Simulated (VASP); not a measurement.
# GePt (rocksalt type) (Fm-3m) in VASP: notebook

GePt (rocksalt type) is run at these levels: PBE; tasks: single point, relaxation of cell and atoms.

Program: VASP 6.6.1. These are calculated values, not measurements. Logs are shortened: lines on timing, memory, paths and dates and some standing lists are left out, and cuts for length are marked.

### 1 The cell of the first run

Symmetry: Fm-3m, No. 225, cubic system. Conventional cell: a = 4.999 Å, b = 4.999 Å, c = 4.999 Å, α = 90.00°, β = 90.00°, γ = 90.00°. Pt (site symmetry m-3m) has 6 Ge at 2.50 Å within 3.3 Å. Within 3.3 Å of Ge (site symmetry m-3m) lie 6 Pt at 2.50 Å.

### 2 Single point, PBE

Input file INCAR:

```
ALGO     = Normal         # electronic algorithm
EDIFF    = 1E-6           # SCF threshold, eV
ENCUT    = 520            # plane-wave cutoff, eV
GGA      = PE             # functional
ISIF     = 2              # what is computed and relaxed
ISMEAR   = -1             # smearing method
LASPH    = True           # aspherical terms in the spheres
LCHARG   = False          # write CHGCAR
LREAL    = False          # projectors in reciprocal space
LWAVE    = False          # write WAVECAR
NBANDS   = 19             # bands
NELM     = 80             # most SCF steps
PREC     = Accurate       # precision mode
SIGMA    = 0.1            # smearing width, eV
```

Input file KPOINTS:

```
k-points
0
Gamma
  14 14 14
```

Input file POSCAR:

```
GePt
1.0
    0.0000000000      2.4995178837      2.4995178837
    2.4995178837      0.0000000000      2.4995178837
    2.4995178837      2.4995178837      0.0000000000
Pt Ge
1 1
Direct
    0.0000000000      0.0000000000      0.0000000000
    0.5000000000      0.5000000000      0.5000000000
```

Potentials or basis: VASP PAW PBE potentials, release 64 (Pt, Ge_d).

Run with:

```sh
$ cat potpaw_PBE.64/Pt/POTCAR potpaw_PBE.64/Ge_d/POTCAR > POTCAR
$ mpirun -np 1 vasp_std > vasp.out
```

OUTCAR:

```text
EDIFF = 1E-6
   ENCUT = 520
   GGA = PE
   ISIF = 2
   ISMEAR = -1
   LASPH = True
   LREAL = False
   NELM = 80
   PREC = Accurate

 ion  position               nearest neighbor table
   1  0.000  0.000  0.000-   2 2.50   2 2.50   2 2.50   2 2.50   2 2.50   2 2.50
   2  0.500  0.500  0.500-   1 2.50   1 2.50   1 2.50   1 2.50   1 2.50   1 2.50

  LATTYP: Found a face centered cubic cell.
 ALAT       =     4.9990357674

  Lattice vectors:

 A1 = (   0.0000000000,   2.4995178837,   2.4995178837)
 A2 = (   2.4995178837,   0.0000000000,   2.4995178837)
 A3 = (   2.4995178837,   2.4995178837,   0.0000000000)

Analysis of symmetry for initial positions (statically):
=====================================================================
 Subroutine PRICEL returns:
 Original cell was already a primitive cell.

 Routine SETGRP: Setting up the symmetry group for a
 face centered cubic supercell.

 Subroutine GETGRP returns: Found 48 space group operations
 (whereof 48 operations were pure point group operations)
 out of a pool of 48 trial point group operations.

The static configuration has the point symmetry O_h .

Analysis of symmetry for dynamics (positions and initial velocities):
=====================================================================
 Subroutine PRICEL returns:
 Original cell was already a primitive cell.

 Routine SETGRP: Setting up the symmetry group for a
 face centered cubic supercell.

 Subroutine GETGRP returns: Found 48 space group operations
 (whereof 48 operations were pure point group operations)
 out of a pool of 48 trial point group operations.

The dynamic configuration has the point symmetry O_h .

 Subroutine INISYM returns: Found 48 space group operations
 (whereof 48 operations are pure point group operations),
 and found     1 'primitive' translations

----------------------------------------------------------------------------------------

                                     Primitive cell

  volume of cell :      31.2319

  direct lattice vectors                    reciprocal lattice vectors
     0.000000000  2.499517884  2.499517884    -0.200038577  0.200038577  0.200038577
     2.499517884  0.000000000  2.499517884     0.200038577 -0.200038577  0.200038577
     2.499517884  2.499517884  0.000000000     0.200038577  0.200038577 -0.200038577

  length of vectors
     3.534852091  3.534852091  3.534852091     0.346476978  0.346476978  0.346476978

  position of ions in fractional coordinates (direct lattice)
     0.000000000  0.000000000  0.000000000
     0.500000000  0.500000000  0.500000000

  ion indices of the primitive-cell ions
   primitive index   ion index
                 1           1
                 2           2

----------------------------------------------------------------------------------------

 KPOINTS: k-points

Automatic generation of k-mesh.
 Grid dimensions read from file:
 generate k-points for:   14   14   14

 Generating k-lattice:

  Cartesian coordinates                     Fractional coordinates (reciprocal lattice)
    -0.014288470  0.014288470  0.014288470     0.071428571  0.000000000  0.000000000
     0.014288470 -0.014288470  0.014288470     0.000000000  0.071428571  0.000000000
     0.014288470  0.014288470 -0.014288470     0.000000000  0.000000000  0.071428571

  Length of vectors
     0.024748356  0.024748356  0.024748356

  Shift w.r.t. Gamma in fractional coordinates (k-lattice)
     0.000000000  0.000000000  0.000000000

 Subroutine IBZKPT returns following result:
 ===========================================

 Found    104 irreducible k-points:

 Following reciprocal coordinates:
            Coordinates               Weight
  0.000000  0.000000  0.000000      1.000000
  0.071429  0.000000  0.000000      8.000000
  0.142857  0.000000  0.000000      8.000000
  0.214286  0.000000  0.000000      8.000000
  0.285714  0.000000  0.000000      8.000000
  0.357143  0.000000  0.000000      8.000000
[... 16 lines left out ...]
  0.214286  0.142857  0.000000     24.000000
  0.285714  0.142857  0.000000     24.000000
 [... further k-points ...]
   k-points           NKPTS =    104   k-points in BZ     NKDIM =    104   number of bands    NBANDS=     19
   number of dos      NEDOS =    301   number of ions     NIONS =      2
   total plane-waves  NPLWV =  21952
   dimension x,y,z NGX =    28 NGY =   28 NGZ =   28
   dimension x,y,z NGXF=    56 NGYF=   56 NGZF=   56
   ions per type =               1   1
   NGX,Y,Z   is equivalent  to a cutoff of  13.17, 13.17, 13.17 a.u.
   NGXF,Y,Z  is equivalent  to a cutoff of  26.34, 26.34, 26.34 a.u.
 SYSTEM =  unknown system
   PREC   = accura    normal or accurate (medium, high low for compatibility)
   ISTART =      0    job   : 0-new  1-cont  2-samecut
   ICHARG =      2    charge: 1-file 2-atom 10-const
   ISPIN  =      1    spin polarized calculation?
   LNONCOLLINEAR =      F non collinear calculations
   LSORBIT =      F    spin-orbit coupling
   LASPH  =      T    aspherical Exc in radial PAW
   ENCUT  =  520.0 eV  38.22 Ry    6.18 a.u.   6.57  6.57  6.57*2*pi/ulx,y,z
   NELM   =     80;   NELMIN=  2; NELMDL= -5     # of ELM steps
   EDIFF  = 0.1E-05   stopping-criterion for ELM
   LREAL  =      F    real-space projection
   EDIFFG = 0.1E-04   stopping-criterion for IOM
   NSW    =      0    number of steps for IOM
   IBRION =     -1    ionic relax: 0-MD 1-quasi-New 2-CG
   NFREE  =      0    steps in history (QN), initial steepest desc. (CG)
   ISIF   =      2    stress and relaxation
   ISYM   =      2    0-nonsym 1-usesym 2-fastsym
   POTIM  = 0.5000    time-step for ionic-motion
   TEBEG  =    0.0;   TEEND  =   0.0 temperature during run
   PSTRESS=    0.0 pullay stress
   NELECT =      24.0000    total number of electrons
   NUPDOWN=      -1.0000    fix difference up-down
   EMIN   =  10.00;   EMAX   =-10.00  energy-range for DOS
   EFERMI =   0.00;   METHOD = LEGACY
   ISMEAR =    -1;   SIGMA  =   0.10  broadening in eV -4-tet -1-fermi 0-gaus
   EFERMI_NEDOS =   21; number of points for ismear=-14 and -15
   IALGO  =     38    algorithm
   IMIX   =      4    mixing-type and parameters
     AMIX     =   0.40;   BMIX     =  1.00
     AMIX_MAG =   1.60;   BMIX_MAG =  1.00
  volume/ion in A,a.u.               =      15.62       105.38
  Fermi-wavevector in a.u.,A,eV,Ry     =   1.499497  2.833639 30.592590  2.248492
  Thomas-Fermi vector in A             =   2.611119
   LORBIT       =      0    0 simple, 1 ext, 2 COOP (PROOUT), +10 PAW based schemes
   GGA     = PE    functional components
   LHFCALC =     F    Hartree Fock is set to
   AEXX    =    0.0000 exact exchange contribution
   IVDW    =     0    specifies the selected vdW correction
   LEPSILON=     F    determine dielectric tensor
   LRPA    =     F    only Hartree local field effects (RPA)
 non-spin polarized calculation
  energy-cutoff  :      520.00
  volume of cell :       31.23
 maximum number of plane-waves:       877
 NGX is ok and might be reduce to    28
   NGX = 13   NGY = 13   NGZ = 13

 number of electron      24.0000015 magnetization

 Free energy of the ion-electron system (eV)
  ---------------------------------------------------
  ext. energy  EPLUGINS =         0.00000000
  ---------------------------------------------------
  free energy    TOTEN  =       -10.75972542 eV

  energy without entropy =      -10.73535387  energy(sigma->0) =      -10.74753965

 E-fermi :   9.8796     XC(G=0): -12.6467

 val. band max:        9.8731701135   @ k =  -0.2857   0.5000   0.2143
 cond. band min:       9.9031564452   @ k =   0.4286   0.3571   0.0714
 fundamental gap:      0.0299863317
 Fermi energy:         9.8795708278

 k-point     1 :       0.0000    0.0000    0.0000
  band No.  band energies     occupation
      1     -15.0337      2.00000
      2     -15.0337      2.00000
      3     -14.9834      2.00000
      4     -14.9834      2.00000
      5     -14.9834      2.00000
      6      -3.1634      2.00000
[... 11 lines left out ...]
     18      23.7410      0.00000
     19      23.7410      0.00000

 k-point     2 :       0.0714    0.0000    0.0000
  band No.  band energies     occupation
      1     -15.0323      2.00000
      2     -15.0323      2.00000
      3     -14.9830      2.00000
      4     -14.9824      2.00000
      5     -14.9824      2.00000
      6      -3.0616      2.00000
[... 11 lines left out ...]
     18      23.2865      0.00000
     19      23.2865      0.00000

 k-point     3 :       0.1429    0.0000    0.0000
  band No.  band energies     occupation
      1     -15.0283      2.00000
      2     -15.0283      2.00000
      3     -14.9817      2.00000
      4     -14.9797      2.00000
      5     -14.9797      2.00000
      6      -2.7586      2.00000
[... 11 lines left out ...]
     18      22.2457      0.00000
     19      22.2457      0.00000

 k-point     4 :       0.2143    0.0000    0.0000
  band No.  band energies     occupation
      1     -15.0227      2.00000
      2     -15.0227      2.00000
      3     -14.9800      2.00000
      4     -14.9756      2.00000
      5     -14.9756      2.00000
      6      -2.2626      2.00000
[... 11 lines left out ...]
     18      21.2227      0.00000
     19      22.1661      0.00000

 k-point     5 :       0.2857    0.0000    0.0000
  band No.  band energies     occupation
      1     -15.0167      2.00000
      2     -15.0167      2.00000
      3     -14.9780      2.00000
      4     -14.9708      2.00000
      5     -14.9708      2.00000
      6      -1.5886      2.00000
[... 11 lines left out ...]
     18      22.3806      0.00000
     19      22.9078      0.00000
[... 334 lines left out ...]
      2     -15.0289      2.00000
      3     -14.9828      2.00000
      4     -14.9815      2.00000
      5     -14.9798      2.00000
      6      -2.8934      2.00000
[... 11 lines left out ...]
     18      23.0092      0.00000
     19      23.2553      0.00000

 k-point    22 :       0.1429    0.1429    0.0000
  band No.  band energies     occupation
      1     -15.0310      2.00000
      2     -15.0242      2.00000
      3     -14.9860      2.00000
      4     -14.9764      2.00000
      5     -14.9764      2.00000
      6      -2.6358      2.00000
[... 11 lines left out ...]
     18      22.1850      0.00000
     19      22.1850      0.00000

 k-point    23 :       0.2143    0.1429    0.0000
  band No.  band energies     occupation
      1     -15.0285      2.00000
      2     -15.0205      2.00000
      3     -14.9863      2.00000
      4     -14.9730      2.00000
      5     -14.9727      2.00000
      6      -2.2885      2.00000
[... 11 lines left out ...]
     18      21.9069      0.00000
     19      22.8843      0.00000

 k-point    24 :       0.2857    0.1429    0.0000
  band No.  band energies     occupation
      1     -15.0241      2.00000
      2     -15.0167      2.00000
      3     -14.9848      2.00000
      4     -14.9696      2.00000
      5     -14.9684      2.00000
      6      -1.7669      2.00000
[... 11 lines left out ...]
     18      21.5267      0.00000
     19      24.3417      0.00000

 [... further k-points ...]

------------------------ aborting loop because EDIFF is reached ----------------------------------------

  FORCE on cell =-STRESS in cart. coord.  units (eV):
  Direction    XX          YY          ZZ          XY          YZ          ZX
  --------------------------------------------------------------------------------------
  -------------------------------------------------------------------------------------
  Total        4.5011066      4.5011066      4.5011066      0.0000000      0.0000000     -0.0000000
  in kB      230.9038318    230.9038318    230.9038318      0.0000000      0.0000000     -0.0000000
  external PRESSURE =     230.9038318 kB  Pullay stress =       0.0000000 kB

 VOLUME and BASIS-vectors are now :
 -----------------------------------------------------------------------------
  energy-cutoff  :      520.00
  volume of cell :       31.23
      direct lattice vectors                 reciprocal lattice vectors
     0.000000000  2.499517884  2.499517884    -0.200038577  0.200038577  0.200038577
     2.499517884  0.000000000  2.499517884     0.200038577 -0.200038577  0.200038577
     2.499517884  2.499517884  0.000000000     0.200038577  0.200038577 -0.200038577

 POSITION                                       TOTAL-FORCE (eV/Angst)
 -----------------------------------------------------------------------------------
      0.00000      0.00000      0.00000         0.000000     -0.000000     -0.000000
      2.49952      2.49952      2.49952        -0.000000      0.000000      0.000000
 -----------------------------------------------------------------------------------
    total drift:                                0.000000      0.000000      0.000000

  FREE ENERGIE OF THE ION-ELECTRON SYSTEM (eV)
  ---------------------------------------------------
  free  energy   TOTEN  =       -10.7597254186 eV

  energy  without entropy=      -10.7353538749  energy(sigma->0) =      -10.74753965
```

Wall time 72 s (1 thread of Intel Xeon 8259CL, shared host); peak memory 0.21 GiB.

What came out:

```
Free energy            : -10.7597 eV
Pressure               : 23.1 GPa
Band gap on the k mesh : zero (band 12 reaches 12.67 eV, above the bottom of band 13 at 8.97 eV)
```

Caveat: spin-orbit coupling is left out, which moves the levels of the heavy elements.

### 3 Single point, PBE

Input file INCAR:

```
SYSTEM = GePt
PREC = Accurate
ENCUT = 520
EDIFF = 1E-7
ISMEAR = -1
SIGMA = 0.1
LREAL = .FALSE.
LASPH = .TRUE.
NELM = 100
ALGO = Normal
ISIF = 2
LWAVE = .FALSE.
LCHARG = .FALSE.
GGA = PE
NBANDS = 19
```

Input file KPOINTS:

```
regular mesh
0
G
  14 14 14
  0 0 0
```

Input file POSCAR:

```
GePt
1.0
    0.0000000000      2.4997598222      2.4997598222
    2.4997598222      0.0000000000      2.4997598222
    2.4997598222      2.4997598222      0.0000000000
Pt Ge
1 1
Direct
    0.0000000000      0.0000000000      0.0000000000
    0.5000000000      0.5000000000      0.5000000000
```

Potentials or basis: VASP PAW PBE potentials, release 64 (Pt, Ge_d).

Run with:

```sh
$ cat potpaw_PBE.64/Pt/POTCAR potpaw_PBE.64/Ge_d/POTCAR > POTCAR
$ mpirun -np 1 vasp_std > vasp.out
```

Run time: 1.8 min. Hardware: 1 thread of Intel Xeon 8259CL, shared host; peak memory 0.21 GiB.

It converged, with:

```yaml
Free_energy: -10.7610 eV
Pressure: 23.1 GPa
Band_gap_on_the_k_mesh: zero (band 12 reaches 12.66 eV, above the bottom of band 13 at 8.96 eV)
```

Levels at points of the mesh, in eV from the Fermi level:
| k point | band 10 | band 11 | band 12 | band 13 | band 14 | band 15 |
| --- | --- | --- | --- | --- | --- | --- |
| (0.00, 0.00, 0.00) | -3.73 | -3.73 | 2.79 | 2.79 | 2.79 | 8.09 |
| (0.50, 0.00, 0.00) | -2.77 | -2.77 | -1.79 | 5.32 | 7.33 | 7.33 |
| (0.50, 0.50, 0.00) | -2.35 | -2.35 | -0.85 | -0.61 | -0.61 | 3.33 |

Caveat: spin-orbit coupling is left out, which moves the levels of the heavy elements.

### 4 Relaxation of cell and atoms, PBE, target pressure 23 GPa, at which the enthalpy is minimised

Input file INCAR:

```
SYSTEM = GePt
PREC = Accurate ; ENCUT = 600
EDIFF = 1E-6 ; ISMEAR = -1
SIGMA = 0.1 ; LREAL = .FALSE.
LASPH = .TRUE. ; NELM = 60
ALGO = Normal ; ISIF = 3
LWAVE = .FALSE. ; LCHARG = .FALSE.
GGA = PE ; IBRION = 2
NSW = 60 ; EDIFFG = -0.005
PSTRESS = 230.0
```

KPOINTS is that of step 3.

Input file POSCAR:

```
GePt
1.0
    0.0000000000      2.5000882755      2.5000882755
    2.5000882755      0.0000000000      2.5000882755
    2.5000882755      2.5000882755      0.0000000000
Pt Ge
1 1
Direct
    0.0000000000      0.0000000000      0.0000000000
    0.5000000000      0.5000000000      0.5000000000
```

Run with:

```sh
$ cat potpaw_PBE.64/Pt/POTCAR potpaw_PBE.64/Ge_d/POTCAR > POTCAR
$ mpirun -np 1 vasp_std > vasp.out
```

Run time: 84 s. Hardware: 1 thread of Intel Xeon 8259CL, shared host; peak memory 0.21 GiB.

The run converged. Its results:

```
Free energy             : -10.7630 eV
Pressure after relaxing : 23.0 GPa
Band gap on the k mesh  : zero (band 12 reaches 12.66 eV, above the bottom of band 13 at 8.96 eV)
```

Final structure:
```yaml
crystal:
  lattice:
    - [0.00000, 2.50009, 2.50009]
    - [2.50009, 0.00000, 2.50009]
    - [2.50009, 2.50009, 0.00000]
  atoms:
    - { symbol: Pt, position: [0.00000, 0.00000, 0.00000] }
    - { symbol: Ge, position: [0.50000, 0.50000, 0.50000] }
```

Levels at points of the mesh, in eV from the Fermi level:
```csv
k point,band 9,band 10,band 11,band 12,band 13,band 14,band 15,band 16
"(0.00, 0.00, 0.00)",-4.00,-3.73,-3.73,2.79,2.79,2.79,8.09,9.35
"(0.50, 0.00, 0.00)",-5.46,-2.77,-2.77,-1.79,5.32,7.32,7.33,7.40
"(0.50, 0.50, 0.00)",-3.13,-2.35,-2.35,-0.85,-0.60,-0.60,3.33,9.78
```

Caveat: the relaxation stopped at its first step, so nothing moved; the cell is relaxed towards a set pressure, so the enthalpy falls and the energy may rise; spin-orbit coupling is left out, which moves the levels of the heavy elements.
